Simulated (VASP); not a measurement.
# MoH3 in VASP: further runs

MoH3 is run at these levels: PBE; tasks: single point, relaxation of cell and atoms.

Everything below comes from runs of VASP 6.6.1. Logs are shortened: lines on timing, memory, paths and dates and some standing lists are left out, and cuts for length are marked.

**1. The cell of the first run**

It takes space group Pmm2 (No. 25, orthorhombic). The conventional cell has a = 2.850 Å, b = 2.931 Å, c = 2.931 Å, α = 90.00°, β = 90.00°, γ = 90.00°. H (site symmetry mm2) has 4 Mo at 2.04 to 2.05 Å and 8 H at 2.04 to 2.07 Å within 2.7 Å. H (site symmetry mm2) has 8 H at 2.04 to 2.07 Å and 4 Mo at 2.04 Å within 2.7 Å. Within 2.7 Å of H (site symmetry mm2) lie 8 H at 2.04 to 2.05 Å and 4 Mo at 2.07 to 2.08 Å. Within 2.7 Å of Mo (site symmetry mm2) lie 12 H at 2.04 to 2.08 Å.

**2. Single point, PBE**

Input file INCAR:

```
ALGO     = Normal         # electronic algorithm
EDIFF    = 1E-6           # SCF threshold, eV
ENCUT    = 520            # plane-wave cutoff, eV
GGA      = PE             # functional
ISIF     = 2              # what is computed and relaxed
ISMEAR   = 0              # smearing method
LASPH    = True           # aspherical terms in the spheres
LCHARG   = False          # write CHGCAR
LREAL    = False          # projectors in reciprocal space
LWAVE    = False          # write WAVECAR
NBANDS   = 16             # bands
NELM     = 100            # most SCF steps
PREC     = Accurate       # precision mode
SIGMA    = 0.1            # smearing width, eV
```

Input file KPOINTS:

```
k-points
0
Gamma
  6 4 4
```

Input file POSCAR:

```
MoH3
1.0
    2.8502403388      0.0000000000      0.0000000000
    0.0000000000      2.9310348695      0.0000000000
    0.0000000000      0.0000000000      2.9309541251
H Mo
3 1
Direct
    0.0000000000      0.0000000000      0.7505448035
    0.0000000000      0.5000000000      0.2511496126
    0.5000000000      0.5000000000      0.7506734037
    0.5000000000      0.0000000000      0.2476312002
```

Potentials or basis: VASP PAW PBE potentials, release 64 (H, Mo_sv).

On the command line:

```console
$ cat potpaw_PBE.64/H/POTCAR potpaw_PBE.64/Mo_sv/POTCAR > POTCAR
$ mpirun -np 1 vasp_std > vasp.out
```

OUTCAR:

```text
EDIFF = 1E-6
   ENCUT = 520
   GGA = PE
   ISIF = 2
   ISMEAR = 0
   LASPH = True
   LREAL = False
   NELM = 100
   PREC = Accurate

 ion  position               nearest neighbor table
   1  0.000  0.000  0.751-   4 2.04   4 2.04   4 2.05   4 2.05
   2  0.000  0.500  0.251-   4 2.04   4 2.04   4 2.04   4 2.04
   3  0.500  0.500  0.751-   4 2.07   4 2.07   4 2.08   4 2.08
   4  0.500  0.000  0.248-   1 2.04   1 2.04   2 2.04   2 2.04   2 2.04   2 2.04   1 2.05   1 2.05
                             3 2.07   3 2.07   3 2.08   3 2.08

  LATTYP: Found a simple orthorhombic cell.
 ALAT       =     2.8502403388
 B/A-ratio  =     1.0283182387
 C/A-ratio  =     1.0283465677

  Lattice vectors:

 A1 = (  -2.8502403388,   0.0000000000,   0.0000000000)
 A2 = (   0.0000000000,   0.0000000000,   2.9309541251)
 A3 = (   0.0000000000,   2.9310348695,   0.0000000000)

Analysis of symmetry for initial positions (statically):
=====================================================================
 Subroutine PRICEL returns:
 Original cell was already a primitive cell.

 Routine SETGRP: Setting up the symmetry group for a
 simple orthorhombic supercell.

 Subroutine GETGRP returns: Found  4 space group operations
 (whereof  4 operations were pure point group operations)
 out of a pool of  8 trial point group operations.

The static configuration has the point symmetry C_2v.

Analysis of symmetry for dynamics (positions and initial velocities):
=====================================================================
 Subroutine PRICEL returns:
 Original cell was already a primitive cell.

 Routine SETGRP: Setting up the symmetry group for a
 simple orthorhombic supercell.

 Subroutine GETGRP returns: Found  4 space group operations
 (whereof  4 operations were pure point group operations)
 out of a pool of  8 trial point group operations.

The dynamic configuration has the point symmetry C_2v.

 Subroutine INISYM returns: Found  4 space group operations
 (whereof  4 operations are pure point group operations),
 and found     1 'primitive' translations

----------------------------------------------------------------------------------------

                                     Primitive cell

  volume of cell :      24.4856

  direct lattice vectors                    reciprocal lattice vectors
     2.850240339  0.000000000  0.000000000     0.350847606  0.000000000  0.000000000
     0.000000000  2.931034869  0.000000000     0.000000000  0.341176426  0.000000000
     0.000000000  0.000000000  2.930954125     0.000000000  0.000000000  0.341185825

  length of vectors
     2.850240339  2.931034869  2.930954125     0.350847606  0.341176426  0.341185825

  position of ions in fractional coordinates (direct lattice)
     0.000000000  0.000000000  0.750544803
     0.000000000  0.500000000  0.251149613
     0.500000000  0.500000000  0.750673404
     0.500000000  0.000000000  0.247631200

  ion indices of the primitive-cell ions
   primitive index   ion index
                 1           1
                 2           2
                 3           3
                 4           4

----------------------------------------------------------------------------------------

 KPOINTS: k-points

Automatic generation of k-mesh.
 Grid dimensions read from file:
 generate k-points for:    6    4    4

 Generating k-lattice:

  Cartesian coordinates                     Fractional coordinates (reciprocal lattice)
     0.058474601  0.000000000  0.000000000     0.166666667  0.000000000  0.000000000
     0.000000000  0.085294106  0.000000000     0.000000000  0.250000000  0.000000000
     0.000000000  0.000000000  0.085296456     0.000000000  0.000000000  0.250000000

  Length of vectors
     0.058474601  0.085294106  0.085296456

  Shift w.r.t. Gamma in fractional coordinates (k-lattice)
     0.000000000  0.000000000  0.000000000

 Subroutine IBZKPT returns following result:
 ===========================================

 Found     36 irreducible k-points:

 Following reciprocal coordinates:
            Coordinates               Weight
  0.000000  0.000000  0.000000      1.000000
  0.166667  0.000000  0.000000      2.000000
  0.333333  0.000000  0.000000      2.000000
  0.500000  0.000000  0.000000      1.000000
  0.000000  0.250000  0.000000      2.000000
  0.166667  0.250000  0.000000      4.000000
[... 16 lines left out ...]
  0.333333  0.500000  0.250000      4.000000
  0.500000  0.500000  0.250000      2.000000
 [... further k-points ...]
   k-points           NKPTS =     36   k-points in BZ     NKDIM =     36   number of bands    NBANDS=     16
   number of dos      NEDOS =    301   number of ions     NIONS =      4
   total plane-waves  NPLWV =  13824
   dimension x,y,z NGX =    24 NGY =   24 NGZ =   24
   dimension x,y,z NGXF=    48 NGYF=   48 NGZF=   48
   ions per type =               3   1
   NGX,Y,Z   is equivalent  to a cutoff of  14.00, 13.61, 13.61 a.u.
   NGXF,Y,Z  is equivalent  to a cutoff of  28.00, 27.23, 27.23 a.u.
 SYSTEM =  unknown system
   PREC   = accura    normal or accurate (medium, high low for compatibility)
   ISTART =      0    job   : 0-new  1-cont  2-samecut
   ICHARG =      2    charge: 1-file 2-atom 10-const
   ISPIN  =      1    spin polarized calculation?
   LNONCOLLINEAR =      F non collinear calculations
   LSORBIT =      F    spin-orbit coupling
   LASPH  =      T    aspherical Exc in radial PAW
   ENCUT  =  520.0 eV  38.22 Ry    6.18 a.u.   5.30  5.45  5.45*2*pi/ulx,y,z
   NELM   =    100;   NELMIN=  2; NELMDL= -5     # of ELM steps
   EDIFF  = 0.1E-05   stopping-criterion for ELM
   LREAL  =      F    real-space projection
   EDIFFG = 0.1E-04   stopping-criterion for IOM
   NSW    =      0    number of steps for IOM
   IBRION =     -1    ionic relax: 0-MD 1-quasi-New 2-CG
   NFREE  =      0    steps in history (QN), initial steepest desc. (CG)
   ISIF   =      2    stress and relaxation
   ISYM   =      2    0-nonsym 1-usesym 2-fastsym
   POTIM  = 0.5000    time-step for ionic-motion
   TEBEG  =    0.0;   TEEND  =   0.0 temperature during run
   PSTRESS=    0.0 pullay stress
   NELECT =      17.0000    total number of electrons
   NUPDOWN=      -1.0000    fix difference up-down
   EMIN   =  10.00;   EMAX   =-10.00  energy-range for DOS
   EFERMI =   0.00;   METHOD = LEGACY
   ISMEAR =     0;   SIGMA  =   0.10  broadening in eV -4-tet -1-fermi 0-gaus
   EFERMI_NEDOS =   21; number of points for ismear=-14 and -15
   IALGO  =     38    algorithm
   IMIX   =      4    mixing-type and parameters
     AMIX     =   0.40;   BMIX     =  1.00
     AMIX_MAG =   1.60;   BMIX_MAG =  1.00
  volume/ion in A,a.u.               =       6.12        41.31
  Fermi-wavevector in a.u.,A,eV,Ry     =   1.449619  2.739383 28.591232  2.101396
  Thomas-Fermi vector in A             =   2.567325
   LORBIT       =      0    0 simple, 1 ext, 2 COOP (PROOUT), +10 PAW based schemes
   GGA     = PE    functional components
   LHFCALC =     F    Hartree Fock is set to
   AEXX    =    0.0000 exact exchange contribution
   IVDW    =     0    specifies the selected vdW correction
   LEPSILON=     F    determine dielectric tensor
   LRPA    =     F    only Hartree local field effects (RPA)
 non-spin polarized calculation
 Gauss-broadening in eV      SIGMA  =   0.10
  energy-cutoff  :      520.00
  volume of cell :       24.49
 maximum number of plane-waves:       672
 NGX is ok and might be reduce to    24
   NGX = 11   NGY = 11   NGZ = 11

 number of electron      16.9999999 magnetization

 Free energy of the ion-electron system (eV)
  ---------------------------------------------------
  ext. energy  EPLUGINS =         0.00000000
  ---------------------------------------------------
  free energy    TOTEN  =       -19.92133712 eV

  energy without entropy =      -19.91372169  energy(sigma->0) =      -19.91752940

 E-fermi :   9.0249     XC(G=0): -12.3938

 val. band max:        8.9788667668   @ k =   0.5000   0.5000   0.0000
 cond. band min:       9.0254619374   @ k =   0.5000   0.2500   0.2500
 fundamental gap:      0.0465951706
 Fermi energy:         9.0249198258

 k-point     1 :       0.0000    0.0000    0.0000
  band No.  band energies     occupation
      1     -52.1101      2.00000
      2     -25.9328      2.00000
      3     -25.9301      2.00000
      4     -25.9300      2.00000
      5      -2.7214      2.00000
      6       3.5581      2.00000
[... 8 lines left out ...]
     15      18.7802      0.00000
     16      23.9853      0.00000

 k-point     2 :       0.1667    0.0000    0.0000
  band No.  band energies     occupation
      1     -52.0915      2.00000
      2     -26.1237      2.00000
      3     -25.9133      2.00000
      4     -25.9132      2.00000
      5      -2.1194      2.00000
      6       3.9518      2.00000
[... 8 lines left out ...]
     15      19.2285      0.00000
     16      26.9365      0.00000

 k-point     3 :       0.3333    0.0000    0.0000
  band No.  band energies     occupation
      1     -52.0540      2.00000
      2     -26.4914      2.00000
      3     -25.8794      2.00000
      4     -25.8793      2.00000
      5      -0.5302      2.00000
      6       3.4824      2.00000
[... 8 lines left out ...]
     15      21.6672      0.00000
     16      26.6591      0.00000

 k-point     4 :       0.5000    0.0000    0.0000
  band No.  band energies     occupation
      1     -52.0351      2.00000
      2     -26.6689      2.00000
      3     -25.8624      2.00000
      4     -25.8623      2.00000
      5       1.5223      2.00000
      6       1.6723      2.00000
[... 8 lines left out ...]
     15      23.2652      0.00000
     16      23.2693      0.00000
[... 324 lines left out ...]
 k-point    22 :       0.1667    0.5000    0.2500
  band No.  band energies     occupation
      1     -52.0128      2.00000
      2     -26.4380      2.00000
      3     -26.1346      2.00000
      4     -26.0335      2.00000
      5       1.4604      2.00000
      6       2.8138      2.00000
[... 8 lines left out ...]
     15      22.8746      0.00000
     16      24.3821      0.00000

 k-point    23 :       0.3333    0.5000    0.2500
  band No.  band energies     occupation
      1     -51.9772      2.00000
      2     -26.3822      2.00000
      3     -26.3707      2.00000
      4     -26.0898      2.00000
      5       1.4781      2.00000
      6       3.0770      2.00000
[... 8 lines left out ...]
     15      20.9216      0.00000
     16      21.8397      0.00000

 k-point    24 :       0.5000    0.5000    0.2500
  band No.  band energies     occupation
      1     -51.9593      2.00000
      2     -26.5333      2.00000
      3     -26.3541      2.00000
      4     -26.0682      2.00000
      5       1.3255      2.00000
      6       3.0569      2.00000
[... 8 lines left out ...]
     15      20.0239      0.00000
     16      20.0739      0.00000

 [... further k-points ...]
[... 5 lines left out ...]
  --------------------------------------------------------------------------------------
  -------------------------------------------------------------------------------------
  Total        0.0344423     -0.0250623     -0.0236291      0.0000000      0.0000000      0.0000000
  in kB        2.2536726     -1.6399129     -1.5461292      0.0000000      0.0000000      0.0000000
  external PRESSURE =      -0.3107898 kB  Pullay stress =       0.0000000 kB

 VOLUME and BASIS-vectors are now :
 -----------------------------------------------------------------------------
  energy-cutoff  :      520.00
  volume of cell :       24.49
      direct lattice vectors                 reciprocal lattice vectors
     2.850240339  0.000000000  0.000000000     0.350847606  0.000000000  0.000000000
     0.000000000  2.931034869  0.000000000     0.000000000  0.341176426  0.000000000
     0.000000000  0.000000000  2.930954125     0.000000000  0.000000000  0.341185825

 POSITION                                       TOTAL-FORCE (eV/Angst)
 -----------------------------------------------------------------------------------
      0.00000      0.00000      2.19981         0.000000      0.000000     -0.001082
      0.00000      1.46552      0.73611         0.000000      0.000000      0.000121
      1.42512      1.46552      2.20019         0.000000      0.000000      0.000674
      1.42512      0.00000      0.72580         0.000000      0.000000      0.000287
 -----------------------------------------------------------------------------------
    total drift:                                0.000000      0.000000     -0.000140

  FREE ENERGIE OF THE ION-ELECTRON SYSTEM (eV)
  ---------------------------------------------------
  free  energy   TOTEN  =       -19.9213371228 eV

  energy  without entropy=      -19.9137216871  energy(sigma->0) =      -19.91752940
```

Run time: 6.1 s. Hardware: 1 thread of Intel Xeon Platinum 8375C at 2.90GHz (Ice Lake), shared host; peak memory 0.14 GiB.

Results:

| Quantity | Value |
| --- | --- |
| Free energy | -19.9213 eV |
| Pressure | 0.0 GPa |

Stress tensor (GPa, compression positive):
```
 0.23  0.00  0.00
 0.00 -0.16  0.00
 0.00  0.00 -0.15
```

Levels at points of the mesh, in eV from the Fermi level:
```csv
k point,band 4,band 5,band 6,band 7,band 8,band 9,band 10,band 11,band 12,band 13
"(0.00, 0.00, 0.00)",-34.95,-11.75,-5.47,-5.26,1.75,1.88,1.88,6.05,6.41,8.88
"(0.50, 0.00, 0.00)",-34.89,-7.50,-7.35,-2.92,-0.90,-0.89,0.45,2.03,4.47,12.38
"(0.00, 0.50, 0.00)",-34.90,-7.86,-7.51,-3.17,-0.67,-0.41,0.80,2.09,4.06,12.35
"(0.50, 0.50, 0.00)",-34.84,-8.17,-3.93,-3.77,-2.82,-0.38,-0.05,3.45,7.41,9.04
"(0.00, 0.00, 0.50)",-34.90,-7.86,-7.51,-3.17,-0.66,-0.41,0.80,2.09,4.07,12.35
"(0.50, 0.00, 0.50)",-34.84,-8.17,-3.93,-3.77,-2.82,-0.38,-0.05,3.45,7.41,9.04
"(0.00, 0.50, 0.50)",-34.86,-7.95,-4.08,-4.08,-3.22,0.07,0.07,3.24,7.13,8.55
"(0.50, 0.50, 0.50)",-35.34,-7.14,-7.14,-6.71,3.47,3.67,4.03,6.34,6.34,6.37
```

Caveat: the k points lie up to 0.54 Å⁻¹ apart.

(Continued in part 2 of 2.)
